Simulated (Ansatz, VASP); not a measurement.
## CdSe in VASP and in Ansatz

File INCAR:

```
SYSTEM = CdSe
ALGO = Normal ; EDIFF = 1E-6
ENCUT = 520 ; GGA = PE
ISIF = 2 ; ISMEAR = -1
LASPH = .True. ; LCHARG = .False.
LREAL = .False. ; LWAVE = .False.
NBANDS = 16 ; NELM = 80
PREC = Accurate ; SIGMA = 0.03
```

Contents of KPOINTS:

```
k-points
0
Gamma
  8 8 8
  0 0 0
```

Contents of POSCAR:

```
CdSe
1.0
    0.0000000000      3.0702711986      3.0088657746
    3.0702711986      0.0000000000      3.0088657746
    3.0702711986      3.0702711986      0.0000000000
Cd Se
1 1
Direct
    0.0000000000      0.0000000000      0.0000000000
    0.2500000000      0.2500000000      0.2500000000
```

Input for Ansatz:

```yaml
crystal:
  lattice:
    - [0.0, 3.0702711986, 3.0088657746]
    - [3.0702711986, 0.0, 3.0088657746]
    - [3.0702711986, 3.0702711986, 0.0]
  atoms:
    - { symbol: Cd, position: [0.0, 0.0, 0.0] }
    - { symbol: Se, position: [0.25, 0.25, 0.25] }
kpoints:
  mp_grid: { grid: [8, 8, 8] }
  band_path:
    path:
      - [0.0, 0.0, 0.0]
      - [0.0, 0.5, 0.5]
      - [0.25, 0.75, 0.5]
      - [0.0, 0.5, 0.0]
      - [0.0, 0.0, 0.0]
      - [0.5, 0.5, 0.0]
      - [0.3801541025, 0.6198458975, 0.0]
      - [-0.3801541025, 0.3801541025, 0.0]
      - [0.0, 0.0, 0.0]
    npoints: 5
scf:
  occupations: { method: fermi_dirac, width: 0.03 }
hamiltonian:
  xc: pbe
  pseudopotentials: { kind: all_electron, lapw: { basis_error: 0.001 } }
output:
  forces: true
  stress: true
  eigenvalues: true
```

Change from the starting cell: zz strain of -2 %.

Alike in both runs: task single point; functional PBE; k mesh 8 × 8 × 8; occupations fermi-dirac, width 0.03 eV; no spin polarisation.

|  | VASP | Ansatz |
| --- | --- | --- |
| version | VASP 6.6.1 | Ansatz 0.2.0 |
| potentials or method | VASP PAW PBE potentials, release 64 (Cd, Se), cutoff 520 eV | all-electron LAPW, scalar-relativistic |

|  | VASP | Ansatz | Ansatz less VASP |
| --- | --- | --- | --- |
| pressure (GPa) | 2.7 | 2.4 | -0.30 |
| traceless stress, the component that is largest in VASP (GPa) | 0.19 | 0.19 | +0.003 |

Ansatz ran all-electron here, and VASP with PAW potentials.
